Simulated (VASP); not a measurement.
Mn2Sn, 3 atoms in the cell. Symmetry: F-43m, No. 216, cubic system. The conventional cell has a = 6.041 Å, b = 6.041 Å, c = 6.041 Å, α = 90.00°, β = 90.00°, γ = 90.00°. Mn (site symmetry -43m) has 4 Mn at 2.62 Å and 6 Sn at 3.02 Å within 3.5 Å. Mn (site symmetry -43m) has 4 Mn at 2.62 Å and 4 Sn at 2.62 Å within 3.5 Å. Sn (site symmetry -43m) has 10 Mn at 2.62 to 3.02 Å within 3.5 Å. The cell was built from a structure type or drawn by symmetry, and may not be a known phase.

```yaml
Program: VASP 6.6.1
Task: single point
Functional: PBE
Potentials_or_basis: VASP PAW PBE potentials, release 64 (Mn_pv, Sn_d)
Cutoff: 520 eV
k_mesh: 6 × 6 × 6
Occupations: gaussian, width 0.1 eV
Spin: collinear spin, antiferromagnetic start
Starting_moments: "[4.0, -4.0, 0.0] μB"
Dipole_correction: no
Further_INCAR_settings: ALGO = Fast; EDIFF = 1e-07; NBANDS = 31
```

Potentials or basis: VASP PAW PBE potentials, release 64 (Mn_pv, Sn_d).

Launch:

```console
$ cat potpaw_PBE.64/Mn_pv/POTCAR potpaw_PBE.64/Sn_d/POTCAR > POTCAR
$ mpirun -np 1 vasp_std > vasp.out
```

Hardware: 1 thread of Intel Xeon 8259CL, on a shared host.

Problem. How long does it take, and how much memory?

Solution. It took 2.1 min on 1 thread of Intel Xeon 8259CL, with other jobs on the host, peak memory 0.22 GiB. Counts: scf iterations 18, k points 16.
